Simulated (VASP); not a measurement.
Wanted: the native input for a VASP 6.6.1 run.

```
Task                   : single point
Functional             : PBE
Potentials or basis    : VASP PAW PBE potentials, release 64 (Eu, Ru_sv)
Cutoff                 : 560 eV
k mesh                 : 8 × 8 × 8
Occupations            : gaussian, width 0.05 eV
Spin                   : collinear spin, ferromagnetic start
Starting moments       : [6.75, 0.0, 0.0, 0.0] μB
Hubbard terms          : Eu f U = 6.0 eV
Dipole correction      : no
Further INCAR settings : ALGO = Normal; EDIFF = 1e-06; NBANDS = 44
```

The structure of EuRu3 lies in POSCAR:

```
EuRu3
1.0
    4.0869267262      0.0000000000      0.0000000000
    0.0000000000      4.0869267262      0.0000000000
    0.0000000000      0.0000000000      4.0869267262
Eu Ru
1 3
Direct
    0.0000000000      0.0000000000      0.0000000000
    0.0000000000      0.5000000000      0.5000000000
    0.5000000000      0.5000000000      0.0000000000
    0.5000000000      0.0000000000      0.5000000000
```

The input as run:

INCAR

```
SYSTEM = EuRu3
PREC = Accurate
ENCUT = 560
EDIFF = 1E-6
ISMEAR = 0
SIGMA = 0.05
LREAL = .False.
LASPH = .True.
NELM = 200
ALGO = Normal
ISIF = 2
LWAVE = .False.
LCHARG = .False.
ISPIN = 2
MAGMOM = 6.75 0 0 0
LORBIT = 11
LMAXMIX = 6
LDAU = .True.
LDAUTYPE = 2
LDAUL = 3 -1
LDAUU = 6 0
LDAUJ = 0 0
LDAUPRINT = 1
GGA = PE
NBANDS = 44
GGA_COMPAT = .False.
```

KPOINTS

```
regular mesh
0
Gamma
  8 8 8
  0 0 0
```

Potentials or basis: VASP PAW PBE potentials, release 64 (Eu, Ru_sv).

Launch:

```bash
$ cat potpaw_PBE.64/Eu/POTCAR potpaw_PBE.64/Ru_sv/POTCAR > POTCAR
$ mpirun -np 1 vasp_std > vasp.out
```

Results of the run:

```json
{"Pressure": "-0.6 GPa", "Net moment": "4.87 μB per cell", "Site moments": "Eu +6.45; Ru -0.57 μB", "Valence electrons inside the program's atomic spheres": "Eu 15.07; Ru 13.61"}
```

Run time: 13 min on 1 thread of AMD EPYC 7571, on a shared host, peak memory 0.3 GiB.
